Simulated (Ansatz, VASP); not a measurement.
# One calculation of AlRu, two programs

File INCAR:

```
ALGO     = Normal         # electronic algorithm
EDIFF    = 1E-6           # SCF threshold, eV
ENCUT    = 520            # plane-wave cutoff, eV
GGA      = PE             # functional
ISIF     = 2              # what is computed and relaxed
ISMEAR   = 1              # smearing method
LASPH    = T              # aspherical terms in the spheres
LCHARG   = F              # write CHGCAR
LREAL    = F              # projectors in reciprocal space
LWAVE    = F              # write WAVECAR
NBANDS   = 16             # bands
NELM     = 80             # most SCF steps
PREC     = Accurate       # precision mode
SIGMA    = 0.15           # smearing width, eV
```

The input KPOINTS:

```
k-points
0
Gamma
  12 12 12
```

The input POSCAR:

```
AlRu
1.0
    2.9916000000      0.0000000000      0.0000000000
    0.0000000000      2.9916000000      0.0000000000
    0.0000000000      0.0000000000      3.0514320000
Al Ru
1 1
Direct
    0.0000000000      0.0000000000      0.0000000000
    0.5000000000      0.5000000000      0.5000000000
```

Input for Ansatz:

```yaml
crystal:
  lattice:
    - [2.9916, 0.0, 0.0]
    - [0.0, 2.9916, 0.0]
    - [0.0, 0.0, 3.051432]
  atoms:
    - { symbol: Al, position: [0.0, 0.0, 0.0] }
    - { symbol: Ru, position: [0.5, 0.5, 0.5] }
basis:
  ecutwfc: 520.0
kpoints:
  mp_grid:
    grid: [12, 12, 12]
hamiltonian:
  xc: pbe
scf:
  occupations:
    method: cold
    width: 0.15
output:
  stress: true
```

Alike in both runs: task single point; functional PBE; k mesh 12 × 12 × 12; no spin polarisation.

|  | VASP | Ansatz |
| --- | --- | --- |
| version | VASP 6.6.1 | Ansatz 0.2.0 |
| potentials or method | VASP PAW PBE potentials, release 64 (Al, Ru_pv), cutoff 520 eV | plane waves, PAW |
| occupations | methfessel-paxton of order 1, width 0.15 eV | cold, width 0.15 eV |
| valence electrons in the cell | 17 | 19 |

|  | VASP | Ansatz | Ansatz less VASP |
| --- | --- | --- | --- |
| pressure (GPa) | -1.7 | -1.6 | +0.01 |
| traceless stress, the component that is largest in VASP (GPa) | -2.26 | -2.26 | +0.001 |

VASP's potentials hold 17 valence electrons a cell and Ansatz's 19, so a difference there can come from the potentials and not from the codes.
